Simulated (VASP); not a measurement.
Here is a VASP 6.6.1 calculation.

POSCAR

```
InP
1.0
    0.0000000000      3.0936327061      2.6295878002
    3.0936327061      0.0000000000      2.6295878002
    3.0936327061      3.0936327061      0.0000000000
In P
1 1
Direct
    0.0000000000      0.0000000000      0.0000000000
    0.7500000000      0.7500000000      0.7500000000
```

File INCAR.step1:

```
SYSTEM = InP
ALGO = Normal
EDIFF = 1E-4
ENCUT = 520
GGA = PE
ISMEAR = 0
LASPH = .True.
LCHARG = .False.
LREAL = .False.
LWAVE = .True.
NBANDS = 16
NELM = 60
PREC = Accurate
SIGMA = 0.05
```

INCAR.step2

```
SYSTEM = InP
ALGO = Normal
EDIFF = 1E-6
ENCUT = 520
ISIF = 2
ISMEAR = 0
ISTART = 1
LASPH = .True.
LCHARG = .False.
LMIXTAU = .True.
LREAL = .False.
LWAVE = .False.
METAGGA = R2SCAN
NBANDS = 16
NELM = 60
PREC = Accurate
SIGMA = 0.05
```

The input KPOINTS:

```
k-points
0
Gamma
  10 10 10
  0 0 0
```

Potentials or basis: VASP PAW PBE potentials, release 64 (In_d, P).

The run is started by

```console
$ cat potpaw_PBE.64/In_d/POTCAR potpaw_PBE.64/P/POTCAR > POTCAR
$ cp INCAR.step1 INCAR
$ mpirun -np 1 vasp_std > vasp.out
$ cp INCAR.step2 INCAR
$ mpirun -np 1 vasp_std > vasp.out
```

What does it give for the pressure?

0.8 GPa.

Estimate the band gap on the k mesh.

0.67 eV, direct.

Stress tensor (GPa, compression positive):
```
-0.85  0.00  0.00
 0.00 -0.85  0.00
 0.00  0.00  4.22
```

Caveat: the PAW data sets were made with another functional, which shifts forces and pressure a little; spin-orbit coupling is left out, which moves the levels of the heavy elements. A k mesh can miss the band edges.
